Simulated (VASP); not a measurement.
# Sn2Pt (Fm-3m) in VASP: further runs, part 2 of 2

VASP 6.6.1. The steps go on from the part before.

## (3) Single point, LDA

This run uses another cell than the first one, of 23.43 Å³/atom.

Input file INCAR:

```
SYSTEM = Sn2Pt
ALGO = Normal
EDIFF = 1E-6
ENCUT = 520
ISIF = 2
ISMEAR = -1
LASPH = .TRUE.
LCHARG = .TRUE.
LELF = .TRUE.
LREAL = .FALSE.
LVHAR = .TRUE.
LWAVE = .FALSE.
NBANDS = 26
NELM = 60
PREC = Accurate
SIGMA = 0.01
```

Input file KPOINTS:

```
k-points
0
G
  8 8 8
  0 0 0
```

Input file POSCAR:

```
Sn2Pt
1.0
    0.0000000000      3.2755061920      3.2755061920
    3.2755061920      0.0000000000      3.2755061920
    3.2755061920      3.2755061920      0.0000000000
Sn Pt
2 1
Direct
    0.2500000000      0.2500000000      0.2500000000
    0.7500000000      0.7500000000      0.7500000000
    0.0000000000      0.0000000000      0.0000000000
```

Potentials or basis: VASP PAW LDA potentials, release 64 (Sn_d, Pt).

The run is started by

```console
$ cat potpaw_LDA.64/Sn_d/POTCAR potpaw_LDA.64/Pt/POTCAR > POTCAR
$ mpirun -np 1 vasp_std > vasp.out
```

OUTCAR:

```text
SYSTEM = Sn2Pt
   EDIFF = 1E-6
   ENCUT = 520
   ISIF = 2
   ISMEAR = -1
   LASPH = .TRUE.
   LREAL = .FALSE.
   NELM = 60
   PREC = Accurate

 ion  position               nearest neighbor table
   1  0.250  0.250  0.250-   3 2.84   3 2.84   3 2.84   3 2.84   2 3.28   2 3.28   2 3.28   2 3.28
                             2 3.28   2 3.28
   2  0.750  0.750  0.750-   3 2.84   3 2.84   3 2.84   3 2.84   1 3.28   1 3.28   1 3.28   1 3.28
                             1 3.28   1 3.28
   3  0.000  0.000  0.000-   2 2.84   2 2.84   2 2.84   1 2.84   2 2.84   1 2.84   1 2.84   1 2.84

  LATTYP: Found a face centered cubic cell.
 ALAT       =     6.5510123840

  Lattice vectors:

 A1 = (   0.0000000000,   3.2755061920,   3.2755061920)
 A2 = (   3.2755061920,   0.0000000000,   3.2755061920)
 A3 = (   3.2755061920,   3.2755061920,   0.0000000000)

Analysis of symmetry for initial positions (statically):
=====================================================================
 Subroutine PRICEL returns:
 Original cell was already a primitive cell.

 Routine SETGRP: Setting up the symmetry group for a
 face centered cubic supercell.

 Subroutine GETGRP returns: Found 48 space group operations
 (whereof 48 operations were pure point group operations)
 out of a pool of 48 trial point group operations.

The static configuration has the point symmetry O_h .

Analysis of symmetry for dynamics (positions and initial velocities):
=====================================================================
 Subroutine PRICEL returns:
 Original cell was already a primitive cell.

 Routine SETGRP: Setting up the symmetry group for a
 face centered cubic supercell.

 Subroutine GETGRP returns: Found 48 space group operations
 (whereof 48 operations were pure point group operations)
 out of a pool of 48 trial point group operations.

The dynamic configuration has the point symmetry O_h .

 Subroutine INISYM returns: Found 48 space group operations
 (whereof 48 operations are pure point group operations),
 and found     1 'primitive' translations

[... 113 lines left out ...]
   IALGO  =     38    algorithm
   IMIX   =      4    mixing-type and parameters
     AMIX     =   0.40;   BMIX     =  1.00
     AMIX_MAG =   1.60;   BMIX_MAG =  1.00
  volume/ion in A,a.u.               =      23.43       158.10
  Fermi-wavevector in a.u.,A,eV,Ry     =   1.333668  2.520266 24.200265  1.778669
  Thomas-Fermi vector in A             =   2.462508
   LORBIT       =      0    0 simple, 1 ext, 2 COOP (PROOUT), +10 PAW based schemes
   GGA     = CA    functional components
   LHFCALC =     F    Hartree Fock is set to
   AEXX    =    0.0000 exact exchange contribution
   IVDW    =     0    specifies the selected vdW correction
   LEPSILON=     F    determine dielectric tensor
   LRPA    =     F    only Hartree local field effects (RPA)
 non-spin polarized calculation
  energy-cutoff  :      520.00
  volume of cell :       70.29
 maximum number of plane-waves:      1924
 NGX is ok and might be reduce to    36
   NGX = 17   NGY = 17   NGZ = 17

 number of electron      37.9999984 magnetization

 Free energy of the ion-electron system (eV)
  ---------------------------------------------------
  ext. energy  EPLUGINS =         0.00000000
  ---------------------------------------------------
  free energy    TOTEN  =       -17.80103685 eV

  energy without entropy =      -17.80064184  energy(sigma->0) =      -17.80083934

 E-fermi :   8.5509     XC(G=0): -11.0767

 val. band max:        8.4838367580   @ k =   0.3750   0.0000   0.0000
 cond. band min:       8.5720671888   @ k =   0.5000   0.3750   0.1250
 fundamental gap:      0.0882304308
 Fermi energy:         8.5509442991

 k-point     1 :       0.0000    0.0000    0.0000
  band No.  band energies     occupation
      1     -13.2074      2.00000
      2     -13.2074      2.00000
      3     -13.1205      2.00000
      4     -13.1205      2.00000
      5     -13.1205      2.00000
      6     -12.9994      2.00000
[... 685 lines left out ...]
     25      14.8900      0.00000
     26      17.2854      0.00000

 [... further k-points ...]

------------------------ aborting loop because EDIFF is reached ----------------------------------------

  FORCE on cell =-STRESS in cart. coord.  units (eV):
  Direction    XX          YY          ZZ          XY          YZ          ZX
  --------------------------------------------------------------------------------------
  -------------------------------------------------------------------------------------
  Total       -2.9108434     -2.9108434     -2.9108434     -0.0000000      0.0000000      0.0000000
  in kB      -66.3535495    -66.3535495    -66.3535495     -0.0000000      0.0000000      0.0000000
  external PRESSURE =     -66.3535495 kB  Pullay stress =       0.0000000 kB

 VOLUME and BASIS-vectors are now :
 -----------------------------------------------------------------------------
  energy-cutoff  :      520.00
  volume of cell :       70.29
      direct lattice vectors                 reciprocal lattice vectors
     0.000000000  3.275506192  3.275506192    -0.152648162  0.152648162  0.152648162
     3.275506192  0.000000000  3.275506192     0.152648162 -0.152648162  0.152648162
     3.275506192  3.275506192  0.000000000     0.152648162  0.152648162 -0.152648162

 POSITION                                       TOTAL-FORCE (eV/Angst)
 -----------------------------------------------------------------------------------
      1.63775      1.63775      1.63775         0.000000      0.000000     -0.000000
      4.91326      4.91326      4.91326        -0.000000     -0.000000     -0.000000
      0.00000      0.00000      0.00000         0.000000      0.000000      0.000000
 -----------------------------------------------------------------------------------
    total drift:                                0.000000      0.000000      0.000000

  FREE ENERGIE OF THE ION-ELECTRON SYSTEM (eV)
  ---------------------------------------------------
  free  energy   TOTEN  =       -17.8010368462 eV

  energy  without entropy=      -17.8006418352  energy(sigma->0) =      -17.80083934
```

stdout:

```text
POSCAR found type information on POSCAR SnPt
 POSCAR found :  2 types and       3 ions
 scaLAPACK will be used
 LDA part: xc-table for (Slater(with rela. corr.)+CA(PZ))
 , standard interpolation
 POSCAR, INCAR and KPOINTS ok, starting setup
 FFT: planning ... GRIDC
 FFT: planning ... GRID_SOFT
 FFT: planning ... GRID
 WAVECAR not read
 entering main loop
```

Wall time 78 s (1 thread of Intel Xeon 8259CL, shared host); peak memory 0.21 GiB.

What came out:

* Free energy: -17.8010 eV
* Pressure: -6.6 GPa
* Band gap on the k mesh: zero (bands 19 and 20 overlap by 3.24 eV)

Caveat: the cell stands under tension; spin-orbit coupling is left out, which moves the levels of the heavy elements.
